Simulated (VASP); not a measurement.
**PtS2: single point with PBEsol**

PtS2:

```
Pt S
1.0
     3.57338    0.00000    0.00000
    -1.78669    3.09464    0.00000
     0.00000    0.00000    4.71342
Pt S
1 2
Direct
  0.00000 0.00000 0.00000
  0.33333 0.66667 0.25347
  0.66667 0.33333 0.74653
```

This cell differs from its parent crystal: z stretched by -0.5 %, x and y held.

- Program: VASP 6.6.1
- Task: single point
- Functional: PBEsol
- Potentials or basis: VASP PAW PBE potentials, release 64 (Pt, S)
- Cutoff: 520 eV
- k mesh: 10 × 10 × 6
- Occupations: gaussian, width 0.01 eV
- Spin: no spin polarisation

```json
{
 "Pressure": "-0.1 GPa",
 "Largest force": "0.023 eV/Å",
 "Band gap on the k mesh": "0.14 eV (least direct gap 0.90 eV)"
}
```

Forces in eV/Å, atoms in the order of the input:
```
Pt   0.000  0.000  0.000
S    0.000  0.000 -0.023
S    0.000  0.000  0.023
```

Stress tensor (GPa, compression positive):
```
-0.16  0.00  0.00
 0.00 -0.16  0.00
 0.00  0.00  0.14
```

Levels at points of the mesh, in eV from the valence-band top:
| k point | band 9 | band 10 | band 11 | band 12 | band 13 | band 14 |
| --- | --- | --- | --- | --- | --- | --- |
| (0.00, 0.00, 0.00) | -1.57 | -1.57 | 0.00 | 1.33 | 1.33 | 3.60 |
| (0.50, 0.00, 0.00) | -3.62 | -3.53 | -2.93 | 0.84 | 2.34 | 5.18 |
| (0.00, 0.00, 0.50) | -2.03 | -2.03 | -1.47 | 2.32 | 2.32 | 5.16 |
| (0.50, 0.00, 0.50) | -3.25 | -3.25 | -1.56 | 0.93 | 1.69 | 4.77 |

Run time: 78 s on 1 thread of Intel Xeon 8259CL, on a shared host, peak memory 0.22 GiB.

Caveat: the cell differs from its parent crystal (z stretched by -0.5 %, x and y held); the PAW data sets were made with another functional, which shifts forces and pressure a little; spin-orbit coupling is left out, which moves the levels of the heavy elements. A k mesh can miss the band edges.
